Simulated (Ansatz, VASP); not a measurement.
**Two plane-wave programs on YN**

```
Y N
1.0
     0.00000    2.42848    2.46631
     2.42848    0.00000    2.46631
     2.42848    2.42848    0.00000
Y N
1 1
Direct
  0.00000 0.00000 0.00000
  0.50000 0.50000 0.50000
```

Change from the starting cell: strained cell.

Alike in both runs: functional PBE; k mesh 10 × 10 × 10; occupations gaussian, width 0.01 eV; no spin polarisation.

Ansatz relaxed the structure, and its values are those at the end. VASP's run is a single point on that final structure, the one shown.

|  | VASP | Ansatz |
| --- | --- | --- |
| version | VASP 6.6.1 | Ansatz 0.2.0 |
| potentials or method | VASP PAW PBE potentials, release 64 (Y_sv, N), cutoff 600 eV | scalar-relativistic, plane waves, PAW |
| valence electrons in the cell | 16 | 16 |

|  | VASP | Ansatz | Ansatz less VASP |
| --- | --- | --- | --- |
| gap on the k mesh at the Fermi level (eV) | 0.15 | 0.15 | 0.000 |
| least direct gap on the mesh (eV) | 0.53 | 0.53 | 0.000 |
| pressure (GPa) | 2.3 | 2.5 | +0.27 |

The functional is the same, so the differences come from potentials, cutoffs and numerics. Ansatz's warnings: stress scf threshold loose.
